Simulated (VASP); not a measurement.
# TiTe2 (P-3m1) in VASP: notebook

TiTe2 is run at these levels: PBE+D3(BJ), BLYP+D3(BJ); tasks: single point.

Everything below comes from runs of VASP 6.6.1. Logs are shortened: lines on timing, memory, paths and dates and some standing lists are left out, and cuts for length are marked.

## Step 1: The cell of the first run

The structure is trigonal, space group P-3m1 (No. 164). The conventional cell has a = 3.659 Å, b = 3.659 Å, c = 6.249 Å, α = 90.00°, β = 90.00°, γ = 120.00°. Within 3.6 Å of Ti (site symmetry -3m) lie 6 Te at 2.73 Å. Te (site symmetry 3m) has 3 Ti at 2.73 Å and 3 Te at 3.50 Å within 3.6 Å.

## Step 2: Single point, PBE+D3(BJ) (volume scaled by 0.96)

Input file INCAR:

```
SYSTEM = TiTe2
ALGO = Normal
EDIFF = 1E-6
ENCUT = 520
GGA = PE
ISIF = 2
ISMEAR = 0
IVDW = 12
LASPH = .TRUE.
LCHARG = .FALSE.
LREAL = .FALSE.
LWAVE = .FALSE.
NBANDS = 19
NELM = 60
PREC = Accurate
SIGMA = 0.05
```

Input file KPOINTS:

```
k-points
0
G
  8 8 4
  0 0 0
```

Input file POSCAR:

```
TiTe2
1.0
    3.6590383194      0.0000000000      0.0000000000
   -1.8295191597      3.1688201380      0.0000000000
    0.0000000000      0.0000000000      6.2485613267
Ti Te
1 2
Direct
    0.0000000000      0.0000000000      0.0000000000
    0.3333333333      0.6666666667      0.2767735192
    0.6666666667      0.3333333333      0.7232264808
```

Potentials or basis: VASP PAW PBE potentials, release 64 (Ti_sv, Te).

Command:

```sh
$ cat potpaw_PBE.64/Ti_sv/POTCAR potpaw_PBE.64/Te/POTCAR > POTCAR
$ mpirun -np 1 vasp_std > vasp.out
```

OUTCAR:

```text
SYSTEM = TiTe2
   EDIFF = 1E-6
   ENCUT = 520
   GGA = PE
   ISIF = 2
   ISMEAR = 0
   IVDW = 12
   LASPH = .TRUE.
   LREAL = .FALSE.
   NELM = 60
   PREC = Accurate
 IVDW          = 12

 ion  position               nearest neighbor table
   1  0.000  0.000  0.000-   2 2.73   3 2.73   2 2.73   3 2.73   3 2.73   2 2.73
   2  0.333  0.667  0.277-   1 2.73   1 2.73   1 2.73   3 3.50   3 3.50   3 3.50
   3  0.667  0.333  0.723-   1 2.73   1 2.73   1 2.73   2 3.50   2 3.50   2 3.50

  LATTYP: Found a hexagonal cell.
 ALAT       =     3.6590383194
 C/A-ratio  =     1.7077059001

  Lattice vectors:

 A1 = (   3.6590383194,   0.0000000000,   0.0000000000)
 A2 = (  -1.8295191597,   3.1688201380,   0.0000000000)
 A3 = (   0.0000000000,   0.0000000000,   6.2485613267)

Analysis of symmetry for initial positions (statically):
=====================================================================
 Subroutine PRICEL returns:
 Original cell was already a primitive cell.

 Routine SETGRP: Setting up the symmetry group for a
 hexagonal supercell.

 Subroutine GETGRP returns: Found 12 space group operations
 (whereof 12 operations were pure point group operations)
 out of a pool of 24 trial point group operations.

The static configuration has the point symmetry D_3d.

Analysis of symmetry for dynamics (positions and initial velocities):
=====================================================================
 Subroutine PRICEL returns:
 Original cell was already a primitive cell.

 Routine SETGRP: Setting up the symmetry group for a
 hexagonal supercell.

 Subroutine GETGRP returns: Found 12 space group operations
 (whereof 12 operations were pure point group operations)
 out of a pool of 24 trial point group operations.

The dynamic configuration has the point symmetry D_3d.

 Subroutine INISYM returns: Found 12 space group operations
 (whereof 12 operations are pure point group operations),
 and found     1 'primitive' translations

----------------------------------------------------------------------------------------

                                     Primitive cell

  volume of cell :      72.4510

  direct lattice vectors                    reciprocal lattice vectors
     3.659038319  0.000000000  0.000000000     0.273295853  0.157787435  0.000000000
    -1.829519160  3.168820138  0.000000000     0.000000000  0.315574869  0.000000000
     0.000000000  0.000000000  6.248561327     0.000000000  0.000000000  0.160036839

  length of vectors
     3.659038319  3.659038319  6.248561327     0.315574869  0.315574869  0.160036839

  position of ions in fractional coordinates (direct lattice)
     0.000000000  0.000000000  0.000000000
     0.333333333  0.666666667  0.276773519
     0.666666667  0.333333333  0.723226481

  ion indices of the primitive-cell ions
   primitive index   ion index
                 1           1
                 2           2
                 3           3

----------------------------------------------------------------------------------------

 KPOINTS: k-points

Automatic generation of k-mesh.
 Grid dimensions read from file:
 generate k-points for:    8    8    4

 Generating k-lattice:

  Cartesian coordinates                     Fractional coordinates (reciprocal lattice)
     0.034161982  0.019723429  0.000000000     0.125000000  0.000000000  0.000000000
     0.000000000  0.039446859  0.000000000     0.000000000  0.125000000  0.000000000
     0.000000000  0.000000000  0.040009210     0.000000000  0.000000000  0.250000000

  Length of vectors
     0.039446859  0.039446859  0.040009210

  Shift w.r.t. Gamma in fractional coordinates (k-lattice)
     0.000000000  0.000000000  0.000000000

 Subroutine IBZKPT returns following result:
 ===========================================

 Found     35 irreducible k-points:

 Following reciprocal coordinates:
            Coordinates               Weight
  0.000000  0.000000  0.000000      1.000000
  0.125000  0.000000  0.000000      6.000000
  0.250000  0.000000  0.000000      6.000000
  0.375000 -0.000000  0.000000      6.000000
  0.500000  0.000000  0.000000      3.000000
  0.125000  0.125000  0.000000      6.000000
[... 16 lines left out ...]
 -0.125000  0.500000  0.250000     12.000000
  0.250000  0.250000  0.250000     12.000000
 [... further k-points ...]
   k-points           NKPTS =     35   k-points in BZ     NKDIM =     35   number of bands    NBANDS=     19
   number of dos      NEDOS =    301   number of ions     NIONS =      3
   total plane-waves  NPLWV =  37632
   dimension x,y,z NGX =    28 NGY =   28 NGZ =   48
   dimension x,y,z NGXF=    56 NGYF=   56 NGZF=   96
   ions per type =               1   2
   NGX,Y,Z   is equivalent  to a cutoff of  12.72, 12.72, 12.77 a.u.
   NGXF,Y,Z  is equivalent  to a cutoff of  25.44, 25.44, 25.54 a.u.
 SYSTEM =  TiTe2
   PREC   = accura    normal or accurate (medium, high low for compatibility)
   ISTART =      0    job   : 0-new  1-cont  2-samecut
   ICHARG =      2    charge: 1-file 2-atom 10-const
   ISPIN  =      1    spin polarized calculation?
   LNONCOLLINEAR =      F non collinear calculations
   LSORBIT =      F    spin-orbit coupling
   LASPH  =      T    aspherical Exc in radial PAW
   ENCUT  =  520.0 eV  38.22 Ry    6.18 a.u.   6.80  6.80 11.62*2*pi/ulx,y,z
   NELM   =     60;   NELMIN=  2; NELMDL= -5     # of ELM steps
   EDIFF  = 0.1E-05   stopping-criterion for ELM
   LREAL  =      F    real-space projection
   EDIFFG = 0.1E-04   stopping-criterion for IOM
   NSW    =      0    number of steps for IOM
   IBRION =     -1    ionic relax: 0-MD 1-quasi-New 2-CG
   NFREE  =      0    steps in history (QN), initial steepest desc. (CG)
   ISIF   =      2    stress and relaxation
   ISYM   =      2    0-nonsym 1-usesym 2-fastsym
   POTIM  = 0.5000    time-step for ionic-motion
   TEBEG  =    0.0;   TEEND  =   0.0 temperature during run
   PSTRESS=    0.0 pullay stress
   NELECT =      24.0000    total number of electrons
   NUPDOWN=      -1.0000    fix difference up-down
   EMIN   =  10.00;   EMAX   =-10.00  energy-range for DOS
   EFERMI =   0.00;   METHOD = LEGACY
   ISMEAR =     0;   SIGMA  =   0.05  broadening in eV -4-tet -1-fermi 0-gaus
   EFERMI_NEDOS =   21; number of points for ismear=-14 and -15
   IALGO  =     38    algorithm
   IMIX   =      4    mixing-type and parameters
     AMIX     =   0.40;   BMIX     =  1.00
     AMIX_MAG =   1.60;   BMIX_MAG =  1.00
  volume/ion in A,a.u.               =      24.15       162.97
  Fermi-wavevector in a.u.,A,eV,Ry     =   1.132740  2.140569 17.457646  1.283101
  Thomas-Fermi vector in A             =   2.269442
   LORBIT       =      0    0 simple, 1 ext, 2 COOP (PROOUT), +10 PAW based schemes
   GGA     = PE    functional components
   LHFCALC =     F    Hartree Fock is set to
   AEXX    =    0.0000 exact exchange contribution
   IVDW    =    12    specifies the selected vdW correction
   LEPSILON=     F    determine dielectric tensor
   LRPA    =     F    only Hartree local field effects (RPA)
 non-spin polarized calculation
 Gauss-broadening in eV      SIGMA  =   0.05
  energy-cutoff  :      520.00
  volume of cell :       72.45
 maximum number of plane-waves:      1963
 NGX is ok and might be reduce to    28
   NGX = 13   NGY = 13   NGZ = 23

 number of electron      24.0000005 magnetization

 Free energy of the ion-electron system (eV)
  ---------------------------------------------------
  ext. energy  EPLUGINS =         0.00000000
  ---------------------------------------------------
  free energy    TOTEN  =       -16.06707484 eV

  energy without entropy =      -16.06593054  energy(sigma->0) =      -16.06650269

 E-fermi :   8.1347     XC(G=0): -10.3842

 val. band max:        8.0807410142   @ k =   0.5000   0.0000   0.0000
 cond. band min:       8.1418349269   @ k =   0.3750  -0.0000   0.0000
 fundamental gap:      0.0610939127
 Fermi energy:         8.1346739226

 k-point     1 :       0.0000    0.0000    0.0000
  band No.  band energies     occupation
      1     -49.1542      2.00000
      2     -25.4210      2.00000
      3     -25.4210      2.00000
      4     -25.4014      2.00000
      5      -4.8945      2.00000
      6      -2.9612      2.00000
[... 11 lines left out ...]
     18      13.3961      0.00000
     19      14.8080      0.00000

 k-point     2 :       0.1250    0.0000    0.0000
  band No.  band energies     occupation
      1     -49.1535      2.00000
      2     -25.4300      2.00000
      3     -25.4231      2.00000
      4     -25.3993      2.00000
      5      -4.6980      2.00000
      6      -2.8580      2.00000
[... 11 lines left out ...]
     18      14.3231      0.00000
     19      15.5952      0.00000

 k-point     3 :       0.2500    0.0000    0.0000
  band No.  band energies     occupation
      1     -49.1518      2.00000
      2     -25.4515      2.00000
      3     -25.4280      2.00000
      4     -25.3941      2.00000
      5      -4.1413      2.00000
      6      -2.5994      2.00000
[... 11 lines left out ...]
     18      13.9667      0.00000
     19      14.7880      0.00000

 k-point     4 :       0.3750   -0.0000    0.0000
  band No.  band energies     occupation
      1     -49.1501      2.00000
      2     -25.4729      2.00000
      3     -25.4329      2.00000
      4     -25.3890      2.00000
      5      -3.3567      2.00000
      6      -2.3802      2.00000
[... 11 lines left out ...]
     18      13.6933      0.00000
     19      14.0700      0.00000

 k-point     5 :       0.5000    0.0000    0.0000
  band No.  band energies     occupation
      1     -49.1494      2.00000
      2     -25.4818      2.00000
      3     -25.4349      2.00000
      4     -25.3868      2.00000
      5      -2.7789      2.00000
      6      -2.4572      2.00000
[... 11 lines left out ...]
     18      13.6397      0.00000
     19      13.6411      0.00000

 k-point     6 :       0.1250    0.1250    0.0000
  band No.  band energies     occupation
      1     -49.1523      2.00000
      2     -25.4442      2.00000
      3     -25.4276      2.00000
      4     -25.3957      2.00000
      5      -4.3207      2.00000
      6      -2.6749      2.00000
[... 11 lines left out ...]
     18      15.2348      0.00000
     19      15.3080      0.00000

 k-point     7 :       0.2500    0.1250    0.0000
  band No.  band energies     occupation
      1     -49.1506      2.00000
      2     -25.4634      2.00000
      3     -25.4347      2.00000
      4     -25.3905      2.00000
      5      -3.6426      2.00000
      6      -2.4174      2.00000
[... 11 lines left out ...]
     18      13.9535      0.00000
     19      14.7300      0.00000

 k-point     8 :       0.3750    0.1250    0.0000
  band No.  band energies     occupation
      1     -49.1494      2.00000
      2     -25.4769      2.00000
      3     -25.4398      2.00000
      4     -25.3869      2.00000
      5      -2.8949      2.00000
      6      -2.3461      2.00000
[... 256 lines left out ...]
 k-point    20 :       0.2500    0.1250    0.2500
  band No.  band energies     occupation
      1     -49.1506      2.00000
      2     -25.4634      2.00000
      3     -25.4347      2.00000
      4     -25.3905      2.00000
      5      -3.4889      2.00000
      6      -2.6514      2.00000
[... 11 lines left out ...]
     18      13.8041      0.00000
     19      14.6565      0.00000

 k-point    21 :      -0.1250    0.3750    0.2500
  band No.  band energies     occupation
      1     -49.1506      2.00000
      2     -25.4634      2.00000
      3     -25.4347      2.00000
      4     -25.3905      2.00000
      5      -3.5332      2.00000
      6      -2.5766      2.00000
[... 11 lines left out ...]
     18      13.6842      0.00000
     19      14.4421      0.00000

 k-point    22 :       0.3750    0.1250    0.2500
  band No.  band energies     occupation
      1     -49.1494      2.00000
      2     -25.4768      2.00000
      3     -25.4398      2.00000
      4     -25.3869      2.00000
      5      -2.7963      2.00000
      6      -2.4498      2.00000
[... 11 lines left out ...]
     18      13.1482      0.00000
     19      14.4788      0.00000

 k-point    23 :      -0.1250    0.5000    0.2500
  band No.  band energies     occupation
      1     -49.1494      2.00000
      2     -25.4768      2.00000
      3     -25.4398      2.00000
      4     -25.3869      2.00000
      5      -2.9012      2.00000
      6      -2.3088      2.00000
[... 11 lines left out ...]
     18      13.5132      0.00000
     19      14.1625      0.00000

 k-point    24 :       0.2500    0.2500    0.2500
  band No.  band energies     occupation
      1     -49.1494      2.00000
      2     -25.4700      2.00000
      3     -25.4467      2.00000
      4     -25.3869      2.00000
      5      -2.9005      2.00000
      6      -2.3527      2.00000
[... 11 lines left out ...]
     18      13.4446      0.00000
     19      14.3576      0.00000

 [... further k-points ...]

------------------------ aborting loop because EDIFF is reached ----------------------------------------

 Edisp (eV)   -1.63543

 E8    (eV) :    -0.7571

  FORCE on cell =-STRESS in cart. coord.  units (eV):
  Direction    XX          YY          ZZ          XY          YZ          ZX
  --------------------------------------------------------------------------------------
  -------------------------------------------------------------------------------------
  Total       0.85543     0.85543     0.86486     0.00000    -0.00000     0.00000
  in kB      18.91690    18.91690    19.12541     0.00000    -0.00000     0.00000
  external pressure =       18.99 kB  Pullay stress =        0.00 kB

 VOLUME and BASIS-vectors are now :
 -----------------------------------------------------------------------------
  energy-cutoff  :      520.00
  volume of cell :       72.45
      direct lattice vectors                 reciprocal lattice vectors
     3.659038319  0.000000000  0.000000000     0.273295853  0.157787435  0.000000000
    -1.829519160  3.168820138  0.000000000     0.000000000  0.315574869  0.000000000
     0.000000000  0.000000000  6.248561327     0.000000000  0.000000000  0.160036839

 POSITION                                       TOTAL-FORCE (eV/Angst)
 -----------------------------------------------------------------------------------
      0.00000      0.00000      0.00000        -0.000000      0.000000      0.000000
     -0.00000      2.11255      1.72944         0.000000     -0.000000      0.012074
      1.82952      1.05627      4.51913        -0.000000      0.000000     -0.012074
 -----------------------------------------------------------------------------------
    total drift:                                0.000000     -0.000000      0.000000

  FREE ENERGIE OF THE ION-ELECTRON SYSTEM (eV)
  ---------------------------------------------------
  free  energy   TOTEN  =       -17.7025027857 eV

  energy  without entropy=      -17.7013584835  energy(sigma->0) =      -17.70193063
```

It took 25 s on 1 thread of AMD EPYC 9R45 (Zen 5), shared host; peak memory 0.19 GiB.

What came out:

```yaml
Free_energy: -17.7025 eV
Pressure: 1.9 GPa
Largest_force: 0.012 eV/Å
Band_gap_on_the_k_mesh: zero (band 12 reaches 8.62 eV, above the bottom of band 13 at 7.77 eV)
Dispersion_energy_per_atom: -0.545 eV
```

Forces on the atoms (eV/Å):
```
Ti   0.000  0.000  0.000
Te   0.000  0.000  0.012
Te   0.000  0.000 -0.012
```

Caveat: spin-orbit coupling is left out, which moves the levels of the heavy elements; pairwise dispersion overbinds metals, which lowers pressure and volume.

## Step 3: Single point, BLYP+D3(BJ) (volume scaled by 0.96)

Input file INCAR:

```
  PREC = Accurate
  ENCUT = 520
  EDIFF = 1E-6
  ISMEAR = 0
  SIGMA = 0.05
  LREAL = F
  LASPH = T
  NELM = 100
  ALGO = Normal
  ISIF = 2
  LWAVE = F
  LCHARG = F
  GGA = B5
  ALDAX = 1.0
  AGGAX = 1.0
  AGGAC = 1.0
  ALDAC = 0.0
  IVDW = 12
  VDW_S6 = 1.0
  VDW_S8 = 2.6996
  VDW_A1 = 0.4298
  VDW_A2 = 4.2359
  NBANDS = 19
```

Input file KPOINTS:

```
regular mesh
0
Gamma
  8 8 4
```

Input file POSCAR:

```
TiTe2
1.0
    3.6976685077      0.0000000000      0.0000000000
   -1.8488342539      3.2022748624      0.0000000000
    0.0000000000      0.0000000000      6.1962693567
Ti Te
1 2
Direct
    0.0000000000      0.0000000000      0.0000000000
    0.3333333333      0.6666666667      0.2751837473
    0.6666666667      0.3333333333      0.7248162527
```

Potentials or basis: VASP PAW PBE potentials, release 64 (Ti_sv, Te).

Command:

```sh
$ cat potpaw_PBE.64/Ti_sv/POTCAR potpaw_PBE.64/Te/POTCAR > POTCAR
$ mpirun -np 1 vasp_std > vasp.out
```

Wall time 46 s (1 thread of AMD EPYC 9R45 (Zen 5), shared host); peak memory 0.18 GiB.

Results (log left out):

```yaml
Free_energy: -17.3460 eV
Pressure: 2.1 GPa
Largest_force: 0.039 eV/Å
Band_gap_on_the_k_mesh: zero (band 12 reaches 8.83 eV, above the bottom of band 13 at 8.09 eV)
Dispersion_energy_per_atom: -1.266 eV
```

Forces on the atoms (eV/Å):
```
Ti   0.000  0.000  0.000
Te   0.000  0.000  0.039
Te   0.000  0.000 -0.039
```

Levels at points of the mesh, in eV from the Fermi level:
```tsv
k point	band 8	band 9	band 10	band 11	band 12	band 13	band 14	band 15	band 16	band 17
(0.00, 0.00, 0.00)	-1.74	-1.74	0.32	0.42	0.42	1.04	1.22	1.22	3.00	3.00
(0.50, 0.00, 0.00)	-3.82	-2.94	-2.50	-1.78	-1.32	0.01	1.23	1.62	2.48	3.59
(0.00, 0.00, 0.50)	-2.98	-1.62	-1.62	0.40	0.40	0.68	0.68	1.21	3.69	3.69
(0.50, 0.00, 0.50)	-4.97	-2.56	-2.23	-0.74	-0.44	-0.33	1.22	1.59	2.50	3.75
```

Caveat: the PAW data sets were made with another functional, which shifts forces and pressure a little; spin-orbit coupling is left out, which moves the levels of the heavy elements; pairwise dispersion overbinds metals, which lowers pressure and volume.
